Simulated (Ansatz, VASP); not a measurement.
**SnO in VASP and in Ansatz**

```
Sn O
1.0
     3.82016    0.00000    0.00000
     0.00000    3.82016    0.00000
     0.00000    0.00000   22.22608
Sn O
4 4
Direct
  0.75000 0.25000 0.20246
  0.25000 0.75000 0.30878
  0.25000 0.00000 0.50675
  0.75000 0.50000 0.61307
  0.25000 0.25000 0.25562
  0.75000 0.75000 0.25562
  0.75000 0.00000 0.55991
  0.25000 0.50000 0.55991
```

Alike in both runs: task single point; functional PBE; dispersion D3(BJ); k mesh 7 × 7 × 1; occupations gaussian, width 0.05 eV; no spin polarisation.

|  | VASP | Ansatz |
| --- | --- | --- |
| version | VASP 6.6.1 | Ansatz 0.2.0 |
| potentials or method | VASP PAW PBE potentials, release 64 (Sn_d, O), cutoff 520 eV | scalar-relativistic, plane waves, PAW |
| valence electrons in the cell | 80 | 80 |

```tsv
	VASP	Ansatz	Ansatz less VASP
gap on the k mesh at the Fermi level (eV)	2.57	2.59	+0.017
least direct gap on the mesh (eV)	2.60	2.64	+0.042
rms of the force components (eV/Å)	0.041	0.009	-0.0324
```
